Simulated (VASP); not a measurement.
# Al13B3N16 (P1) in VASP: a series of runs

Al13B3N16 is run at these levels: PBEsol; tasks: single point.

Everything below comes from runs of VASP 6.6.1. Logs are shortened: lines on timing, memory, paths and dates and some standing lists are left out, and cuts for length are marked.

## (1) The cell of the first run

The typed cell holds 96 atoms: a = 9.015 Å, b = 10.410 Å, c = 9.671 Å, α = 90.00°, β = 90.00°, γ = 90.00°.

## (2) Single point, PBEsol

INCAR reads:

```
ALGO     = Normal         # electronic algorithm
EDIFF    = 1E-6           # SCF threshold, eV
ENCUT    = 520            # plane-wave cutoff, eV
GGA      = PS             # functional
ISIF     = 2              # what is computed and relaxed
ISMEAR   = -1             # smearing method
LASPH    = True           # aspherical terms in the spheres
LCHARG   = False          # write CHGCAR
LREAL    = Auto         
LWAVE    = False          # write WAVECAR
NBANDS   = 246            # bands
NELM     = 100            # most SCF steps
PREC     = Accurate       # precision mode
SIGMA    = 0.05           # smearing width, eV
```

KPOINTS reads:

```
Automatic mesh
0
Gamma
  1 1 1
  0.5 0.5 0.5
```

POSCAR reads:

```
Al13B3N16
1.0
    9.0149410000      0.0000000000      0.0000000000
    0.0000000000     10.4095570000      0.0000000000
    0.0000000000      0.0000000000      9.6705670000
Al B N
39 9 48
Direct
    0.1677750000      0.0838250000      0.2496620000
    0.9990200000      0.3337440000      0.7522220000
    0.3307270000      0.3341000000      0.2476500000
    0.3357010000      0.3352620000      0.7496540000
    0.1685960000      0.5835840000      0.2524590000
    0.9938350000      0.8354470000      0.2498660000
    0.9973590000      0.8353870000      0.7490440000
    0.8326920000      0.0862660000      0.2511240000
    0.8348090000      0.0806630000      0.7514920000
    0.6678340000      0.3332350000      0.2475910000
    0.6646700000      0.3345320000      0.7479000000
    0.5001970000      0.5825250000      0.2492240000
    0.5022560000      0.5813220000      0.7472190000
    0.3350660000      0.8309360000      0.2510120000
    0.3272040000      0.8338330000      0.7473010000
    0.8327830000      0.5843790000      0.7469320000
    0.6666960000      0.8336760000      0.2476830000
    0.6650710000      0.8329580000      0.7509080000
    0.0008660000      0.1714080000      0.5005080000
    0.9994570000      0.1684760000      0.0000200000
    0.3331440000      0.1676780000      0.5013620000
    0.3335020000      0.1663270000      0.0018380000
    0.1664160000      0.4163420000      0.4992980000
    0.1669440000      0.4150090000      0.9972960000
    0.9981190000      0.6685530000      0.4965830000
    0.9984820000      0.6661500000      0.9996560000
    0.6637320000      0.1669390000      0.0008940000
    0.5024020000      0.4175450000      0.4947070000
    0.3346000000      0.6669160000      0.9980300000
    0.1685890000      0.9160010000      0.5001900000
    0.1673690000      0.9184400000      0.9981870000
    0.8367030000      0.4212330000      0.4983870000
    0.8356260000      0.4160040000      0.0028140000
    0.6708650000      0.6692230000      0.5002930000
    0.6722340000      0.6685510000      0.9993490000
    0.5004080000      0.9177460000      0.4970280000
    0.4964870000      0.9135820000      0.9946120000
    0.8342320000      0.9184400000      0.4981730000
    0.8339850000      0.9141910000      0.0010670000
    0.1669080000      0.0817430000      0.7522810000
    0.0012510000      0.3313260000      0.2468040000
    0.5015950000      0.0784190000      0.2496540000
    0.5008670000      0.0842140000      0.7464050000
    0.1665610000      0.5821080000      0.7496370000
    0.8322520000      0.5794210000      0.2516500000
    0.6666250000      0.1652730000      0.4970160000
    0.4982040000      0.4196250000      0.9988520000
    0.3336240000      0.6670440000      0.5014980000
    0.0010430000      0.1674090000      0.1885020000
    0.0002160000      0.1647940000      0.6866130000
    0.3345480000      0.1699050000      0.1880980000
    0.3342410000      0.1670970000      0.6866270000
    0.1686750000      0.4143770000      0.1872280000
    0.1661720000      0.4151010000      0.6882970000
    0.0000620000      0.6674640000      0.1898370000
    0.0033840000      0.6683920000      0.6883400000
    0.6640910000      0.1676090000      0.1899230000
    0.6643350000      0.1656640000      0.6919700000
    0.4967660000      0.4136310000      0.1909950000
    0.4983840000      0.4164170000      0.6894950000
    0.3328600000      0.6693470000      0.1938520000
    0.3313730000      0.6673450000      0.6873520000
    0.1648840000      0.9173550000      0.1888630000
    0.1667650000      0.9173510000      0.6870330000
    0.8322630000      0.4173340000      0.1891940000
    0.8325770000      0.4178860000      0.6855990000
    0.6639470000      0.6670120000      0.1892150000
    0.6652360000      0.6678740000      0.6885560000
    0.5009620000      0.9167950000      0.1885130000
    0.5015730000      0.9188320000      0.6889330000
    0.8346600000      0.9208260000      0.1898950000
    0.8325840000      0.9180800000      0.6912670000
    0.1614540000      0.0854500000      0.4400580000
    0.1653710000      0.0821750000      0.9393970000
    0.0009850000      0.3334380000      0.4386410000
    0.9983470000      0.3325830000      0.9367000000
    0.4986650000      0.0823210000      0.4415090000
    0.5009130000      0.0802680000      0.9394100000
    0.3339430000      0.3300110000      0.4420390000
    0.3342970000      0.3320510000      0.9373000000
    0.1637220000      0.5817530000      0.4431710000
    0.1687230000      0.5840060000      0.9400280000
    0.0002290000      0.8315800000      0.4396390000
    0.0033230000      0.8310680000      0.9388940000
    0.8377300000      0.0816760000      0.4398750000
    0.8331340000      0.0813670000      0.9413370000
    0.6712470000      0.3340010000      0.4388650000
    0.6665150000      0.3324530000      0.9370990000
    0.4971070000      0.5806450000      0.4426080000
    0.5011710000      0.5857610000      0.9369660000
    0.3331940000      0.8305410000      0.4417140000
    0.3323610000      0.8319830000      0.9435140000
    0.8317320000      0.5810960000      0.4365320000
    0.8360120000      0.5807710000      0.9397490000
    0.6648400000      0.8363790000      0.4384070000
    0.6686900000      0.8325660000      0.9386050000
```

Potentials or basis: VASP PAW PBE potentials, release 64 (Al, B, N).

On the command line:

```console
> cat potpaw_PBE.64/Al/POTCAR potpaw_PBE.64/B/POTCAR potpaw_PBE.64/N/POTCAR > POTCAR
> mpirun -np 1 vasp_std > vasp.out
```

OUTCAR:

```text
EDIFF = 1E-6
   ENCUT = 520
   GGA = PS
   ISIF = 2
   ISMEAR = -1
   LASPH = True
   LREAL = Auto
   NELM = 100
   PREC = Accurate

 ion  position               nearest neighbor table
   1  0.168  0.084  0.250-  63 1.83  49 1.83  73 1.84  51 1.85  22 2.95  31 2.98  20 2.98  21 2.98
                            30 2.99   3 2.99  19 3.00   8 3.02   6 3.02  14 3.03
   2  0.999  0.334  0.752-  76 1.78  54 1.84  66 1.85  50 1.87  24 2.94  20 2.95  33 2.96  19 2.96
                            32 3.00  23 3.00  16 3.01  11 3.01   9 3.02   4 3.04
   3  0.331  0.334  0.248-  53 1.78  59 1.80  51 1.80  79 1.88  22 2.95  24 2.96  23 2.97  28 2.98
                             5 2.98   1 2.99  21 3.00  12 3.00  10 3.04
   4  0.336  0.335  0.750-  60 1.79  80 1.81  54 1.84  52 1.85  24 2.96  11 2.97  21 2.97  13 2.97
                            23 2.98  22 3.01  28 3.01   2 3.04
   5  0.169  0.584  0.252-  61 1.82  81 1.84  55 1.85  53 1.87  25 2.95  23 2.95  14 2.98   3 2.98
                            12 2.99  29 3.01  26 3.01  24 3.03   6 3.06
   6  0.994  0.835  0.250-  71 1.78  83 1.84  55 1.84  63 1.86  39 2.92  38 2.93  17 2.95  25 2.95
                             8 2.99  26 2.99  30 3.01  31 3.02   1 3.02   5 3.06  14 3.08
   7  0.997  0.835  0.749-  72 1.81  56 1.84  84 1.84  64 1.85   9 2.94  39 2.96  38 2.97  15 2.97
                            30 2.98  31 2.98  18 3.00  25 3.00  26 3.00  16 3.00
   8  0.833  0.086  0.251-  71 1.82  85 1.83  57 1.84  49 1.84  38 2.96  10 2.97  27 2.98  20 2.98
                            19 2.98   6 2.99  39 3.01   1 3.02  17 3.03
   9  0.835  0.081  0.751-  72 1.79  86 1.84  50 1.84  58 1.86   7 2.94  20 2.97  39 2.97  38 2.98
[... 45 lines left out ...]
  32  0.837  0.421  0.498-  93 1.77  66 1.81  75 1.83  87 1.84  16 2.94  25 2.96  23 2.97  34 2.98
                            19 2.99   2 3.00  10 3.01  11 3.01  28 3.01
  33  0.836  0.416  0.003-  65 1.80  94 1.82  76 1.82  88 1.87  10 2.94   2 2.96  20 2.97  24 2.99
                            26 2.99  35 3.01  27 3.02  11 3.03  16 3.03
  34  0.671  0.669  0.500-  68 1.82  93 1.82  95 1.84  89 1.90  16 2.93  25 2.95  18 2.96  13 2.97
                            32 2.98  38 2.98  17 2.98  36 3.01  12 3.01  28 3.03
  35  0.672  0.669  0.999-  96 1.81  94 1.83  67 1.84  90 1.87  26 2.94  39 2.94  18 2.95  17 2.95
                            16 2.97  37 3.00  12 3.01  33 3.01  13 3.02  29 3.04
  36  0.500  0.918  0.497-  77 1.80  95 1.80  91 1.84  70 1.86  14 2.95  17 2.97  30 2.99  18 3.00
                            21 3.01  34 3.01  38 3.01  15 3.01
  37  0.496  0.914  0.995-  92 1.78  78 1.82  96 1.85  69 1.88  18 2.93  29 2.95  15 2.96  31 2.97
                            14 3.00  35 3.00  17 3.01  22 3.01  27 3.04  39 3.04
  38  0.834  0.918  0.498-  85 1.79  83 1.84  95 1.84  72 1.87   6 2.93   8 2.96   7 2.97   9 2.98
                            34 2.98  17 2.99  25 2.99  36 3.01  30 3.01  18 3.02  19 3.03
  39  0.834  0.914  0.001-  96 1.82  71 1.83  86 1.83  84 1.85   6 2.92  17 2.94  35 2.94   7 2.96
                             9 2.97  26 2.98  18 2.98  31 3.01   8 3.01  20 3.04  37 3.04  27 3.05
  40  0.167  0.082  0.752-  74 1.81  64 1.82  50 1.85  52 1.86
  41  0.001  0.331  0.247-  49 1.80  53 1.83  65 1.85  75 1.86
  42  0.502  0.078  0.250-  69 1.78  57 1.83  77 1.86  51 1.88
  43  0.501  0.084  0.746-  58 1.78  70 1.81  52 1.83  78 1.87
  44  0.167  0.582  0.750-  56 1.82  62 1.83  54 1.84  82 1.84
  45  0.832  0.579  0.252-  93 1.79  65 1.79  55 1.87  67 1.87
[... 49 lines left out ...]
  95  0.665  0.836  0.438-  36 1.80  34 1.84  38 1.84  17 1.84
  96  0.669  0.833  0.939-  35 1.81  18 1.82  39 1.82  37 1.85

  LATTYP: Found a simple orthorhombic cell.
 ALAT       =     9.0149410000
 B/A-ratio  =     1.0727265991
 C/A-ratio  =     1.1547005133

  Lattice vectors:

 A1 = (  -9.0149410000,   0.0000000000,   0.0000000000)
 A2 = (   0.0000000000,   0.0000000000,   9.6705670000)
 A3 = (   0.0000000000,  10.4095570000,   0.0000000000)

Analysis of symmetry for initial positions (statically):
=====================================================================
 Subroutine PRICEL returns:
 Original cell was already a primitive cell.

[... 276 lines left out ...]
   NSW    =      0    number of steps for IOM
   IBRION =     -1    ionic relax: 0-MD 1-quasi-New 2-CG
   NFREE  =      0    steps in history (QN), initial steepest desc. (CG)
   ISIF   =      2    stress and relaxation
   ISYM   =      2    0-nonsym 1-usesym 2-fastsym
   POTIM  = 0.5000    time-step for ionic-motion
   TEBEG  =    0.0;   TEEND  =   0.0 temperature during run
   PSTRESS=    0.0 pullay stress
   NELECT =     384.0000    total number of electrons
   NUPDOWN=      -1.0000    fix difference up-down
   EMIN   =  10.00;   EMAX   =-10.00  energy-range for DOS
   EFERMI =   0.00;   METHOD = LEGACY
   ISMEAR =    -1;   SIGMA  =   0.05  broadening in eV -4-tet -1-fermi 0-gaus
   EFERMI_NEDOS =   21; number of points for ismear=-14 and -15
   IALGO  =     38    algorithm
   IMIX   =      4    mixing-type and parameters
     AMIX     =   0.40;   BMIX     =  1.00
     AMIX_MAG =   1.60;   BMIX_MAG =  1.00
  volume/ion in A,a.u.               =       9.45        63.79
  Fermi-wavevector in a.u.,A,eV,Ry     =   1.229050  2.322568 20.552469  1.510564
  Thomas-Fermi vector in A             =   2.363952
   LORBIT       =      0    0 simple, 1 ext, 2 COOP (PROOUT), +10 PAW based schemes
   GGA     = PS    functional components
   LHFCALC =     F    Hartree Fock is set to
   AEXX    =    0.0000 exact exchange contribution
   IVDW    =     0    specifies the selected vdW correction
   LEPSILON=     F    determine dielectric tensor
   LRPA    =     F    only Hartree local field effects (RPA)
 non-spin polarized calculation
  energy-cutoff  :      520.00
  volume of cell :      907.50
 maximum number of plane-waves:     24448
 NGX is ok and might be reduce to    70
   NGX = 33   NGY = 39   NGZ = 35

 number of electron     383.9999988 magnetization

 Free energy of the ion-electron system (eV)
  ---------------------------------------------------
  ext. energy  EPLUGINS =         0.00000000
  ---------------------------------------------------
  free energy    TOTEN  =      -747.70243135 eV

  energy without entropy =     -747.70243135  energy(sigma->0) =     -747.70243135

 E-fermi :   7.1355     XC(G=0): -11.4255

 val. band max:        5.8597883294   @ k =   0.5000   0.5000   0.5000
 cond. band min:      11.3347002750   @ k =   0.5000   0.5000   0.5000
 fundamental gap:      5.4749119456
 Fermi energy:         7.1354985698

 k-point     1 :       0.5000    0.5000    0.5000
  band No.  band energies     occupation
      1      -8.9952      2.00000
      2      -8.9128      2.00000
      3      -8.9037      2.00000
      4      -8.8293      2.00000
      5      -8.8264      2.00000
      6      -8.8053      2.00000
[... 196 lines left out ...]
    203      12.0123      0.00000
    204      12.0544      0.00000
 [bands above 204 left out]

------------------------ aborting loop because EDIFF is reached ----------------------------------------

  FORCE on cell =-STRESS in cart. coord.  units (eV):
  Direction    XX          YY          ZZ          XY          YZ          ZX
  --------------------------------------------------------------------------------------
  -------------------------------------------------------------------------------------
  Total       28.8889576     52.4527630     47.1819709     -2.8689958     -3.0026521      0.1303262
  in kB       51.0029597     92.6044545     83.2989613     -5.0651629     -5.3011309      0.2300886
  external PRESSURE =      75.6354585 kB  Pullay stress =       0.0000000 kB

 VOLUME and BASIS-vectors are now :
 -----------------------------------------------------------------------------
  energy-cutoff  :      520.00
  volume of cell :      907.50
      direct lattice vectors                 reciprocal lattice vectors
     9.014941000  0.000000000  0.000000000     0.110926960  0.000000000  0.000000000
     0.000000000 10.409557000  0.000000000     0.000000000  0.096065567  0.000000000
     0.000000000  0.000000000  9.670567000     0.000000000  0.000000000  0.103406553

 POSITION                                       TOTAL-FORCE (eV/Angst)
 -----------------------------------------------------------------------------------
      1.51248      0.87258      2.41437         0.422117      0.011279      0.450450
      9.00611      3.47413      7.27441         0.056724     -0.127931     -1.082908
      2.98148      3.47783      2.39492         0.483480     -0.880736      1.214483
      3.02632      3.48993      7.24958        -0.233883     -0.378793     -0.152934
      1.51988      6.07485      2.44142        -0.670649     -0.333968      0.125223
      8.95936      8.69663      2.41635         1.196554     -0.495416      0.018609
[... 88 lines left out ...]
      5.99349      8.70633      4.23964         0.751300     -0.747851     -0.065835
      6.02820      8.66664      9.07684        -0.400112     -0.078196      0.477783
 -----------------------------------------------------------------------------------
    total drift:                                0.015077     -0.008235      0.079007

  FREE ENERGIE OF THE ION-ELECTRON SYSTEM (eV)
  ---------------------------------------------------
  free  energy   TOTEN  =      -747.7024313537 eV

  energy  without entropy=     -747.7024313536  energy(sigma->0) =     -747.70243135
```

It took 6.1 min on 1 thread of Intel Xeon 6975P-C (Granite Rapids), shared host; peak memory 0.85 GiB.

What came out:

- Free energy: -747.7024 eV
- Pressure: 7.6 GPa
- Largest force: 4.986 eV/Å
- Band gap on the k mesh: 5.47 eV

Forces in eV/Å, atoms in the order of the input:
```
Al   0.422  0.011  0.450
Al   0.057 -0.128 -1.083
Al   0.483 -0.881  1.214
Al  -0.234 -0.379 -0.153
Al  -0.671 -0.334  0.125
Al   1.197 -0.495  0.019
Al   0.731 -0.155  0.182
Al  -0.508  0.153 -0.034
Al  -0.381  0.495 -0.094
Al  -0.758 -0.461  0.640
Al  -0.184 -0.111 -0.312
Al  -0.470 -0.201  0.270
Al  -0.989 -0.141 -0.203
Al  -0.750  1.200  0.042
Al   1.236  0.439  0.624
Al   0.705 -0.267  0.751
Al   0.580  0.399  0.473
Al   0.254  0.763 -0.462
Al  -0.295 -0.839 -0.420
Al  -0.240 -0.387 -0.668
Al  -0.354 -0.677 -0.884
Al   0.831 -0.280 -1.260
Al   0.739  0.104 -0.084
Al   0.001  0.390 -0.312
Al   0.766 -0.582  0.350
Al   0.491 -0.220 -0.241
Al  -0.088 -0.449 -0.522
Al  -0.670 -1.413  1.308
Al  -0.195 -0.414  0.681
Al  -0.682  0.637 -0.599
Al  -0.273 -0.708  0.287
Al  -0.149 -1.850 -0.400
Al  -0.593  0.298 -1.011
Al  -1.481  0.118 -0.848
Al  -0.299 -1.171 -0.074
Al   0.037 -0.344  0.820
Al   0.986  0.878  0.355
Al  -0.329 -0.408  0.633
Al   0.428  0.539 -0.435
B    0.122  0.027 -0.179
B    0.269  0.093  0.685
B    0.153  0.671  0.173
B    0.002 -0.304  0.453
B   -0.025  0.203 -0.094
B    0.380  0.243  0.146
B   -0.104  0.081  0.412
B    0.060 -0.448  0.003
B   -0.318 -0.280  0.470
N   -0.224  3.944  1.255
N    2.787 -0.910  2.309
N    2.354 -2.732  1.478
N   -0.028 -3.402  3.515
N   -3.851 -0.757  1.092
N   -0.105  3.456  1.613
N   -2.843 -1.881  1.297
N    2.159 -1.975  1.067
N   -2.534 -2.153  1.115
N   -2.678 -1.778 -2.521
N    0.779  1.195 -3.544
N    0.554  0.212 -0.831
N    0.314 -1.143 -1.298
N   -2.429 -1.960 -2.101
N    0.223 -0.167  0.350
N   -0.747  3.723  1.914
N    3.296  1.924  2.705
N    0.163 -0.165  0.596
N    3.213 -1.714  1.079
N    0.489  0.063  0.011
N   -0.330  3.573  0.991
N   -0.815  2.948  1.207
N   -0.815 -0.293 -0.007
N   -0.250 -0.823 -0.603
N    1.223 -0.797 -0.283
N    0.201  0.768 -3.619
N   -0.162  0.623 -3.684
N    0.263  0.074  0.913
N    3.303  2.127 -3.070
N   -0.493  0.431 -3.405
N   -0.027  1.074 -0.851
N    2.760  1.925  1.685
N    3.179  1.965  0.283
N   -0.377 -0.456 -3.412
N   -0.204  0.831 -0.030
N   -0.586  0.442  0.153
N   -3.266  2.513  0.951
N   -0.023  0.431  0.143
N   -0.316 -3.400  0.863
N   -2.392  2.049  1.738
N   -2.028  3.243  0.400
N    0.354 -3.493  1.575
N    0.279 -3.323  0.935
N   -0.317 -0.135 -1.379
N    0.127  1.118 -3.683
N   -0.424  0.212 -0.519
N    0.751 -0.748 -0.066
N   -0.400 -0.078  0.478
```

Stress tensor (GPa, compression positive):
```
 5.10 -0.51  0.02
-0.51  9.26 -0.53
 0.02 -0.53  8.33
```

Caveat: the k points lie up to 0.70 Å⁻¹ apart; the PAW data sets were made with another functional, which shifts forces and pressure a little; a shifted mesh leaves out Γ, where band edges can lie. A k mesh can miss the band edges.

[end of part 1 of 2]
